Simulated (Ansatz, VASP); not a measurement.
# One calculation of SnSe2, two programs

INCAR

```
SYSTEM = SnSe2
PREC = Accurate ; ENCUT = 600
EDIFF = 1E-6 ; ISMEAR = 0
SIGMA = 0.1 ; LREAL = .FALSE.
LASPH = .TRUE. ; NELM = 100
ALGO = Normal ; ISIF = 3
LWAVE = .FALSE. ; LCHARG = .FALSE.
GGA = PE ; IBRION = 2
NSW = 90 ; EDIFFG = -0.04
```

The input KPOINTS:

```
Automatic mesh
0
G
  6 6 2
  0 0 0
```

The input POSCAR:

```
SnSe2
1.0
    2.9736124391      0.0000000000      0.0000000000
    0.0000000000      2.9736124391      0.0000000000
    0.0000000000      0.0000000000      8.3517115781
Sn Se
1 2
Direct
    0.0000000000      0.0000000000      0.0000000000
    0.0000000000      0.0000000000      0.6724492756
    0.0000000000      0.0000000000      0.3275507244
```

Input for Ansatz:

```yaml
crystal:
  lattice:
    - [2.9736124391, 0.0, 0.0]
    - [0.0, 2.9736124391, 0.0]
    - [0.0, 0.0, 8.3517115781]
  atoms:
    - { symbol: Sn, position: [0.0, 0.0, 0.0] }
    - { symbol: Se, position: [0.0, 0.0, 0.6724492756] }
    - { symbol: Se, position: [0.0, 0.0, 0.3275507244] }
basis:
  ecutwfc: 420
kpoints:
  mp_grid: { grid: [6, 6, 2] }
hamiltonian:
  xc: pbe
scf:
  occupations: { method: gaussian, width: 0.1 }
  lower_state_search: "off"
output:
  forces: true
  stress: true
  eigenvalues: true
relax:
  adjacent_minimum: "off"
  f_tol: 0.04
  max_steps: 70
  cell: { stress_tol: 0.4 }
```

Alike in both runs: task relaxation of cell and atoms; functional PBE; k mesh 6 × 6 × 2; occupations gaussian, width 0.1 eV; no spin polarisation.

```csv
,VASP,Ansatz
version,VASP 6.6.1,Ansatz 0.2.0
potentials or method,"VASP PAW PBE potentials, release 64 (Sn_d, Se), cutoff 600 eV","scalar-relativistic, plane waves, PAW"
valence electrons in the cell,26,46
```

```tsv
	VASP	Ansatz	Ansatz less VASP
gap on the k mesh at the Fermi level, each at its own relaxed structure (eV)	none	none	-
relaxed volume (Å³/atom)	25.57	25.55	-0.019
relaxed cell length with the largest relative difference (Å)	8.289	8.273	-0.0159
```

A gap of «none» marks a metal or a gap that the smearing closes. VASP's potentials hold 26 valence electrons a cell and Ansatz's 46, so a difference there can come from the potentials and not from the codes.

The k mesh is coarse, so the values compare programs but aren't converged.
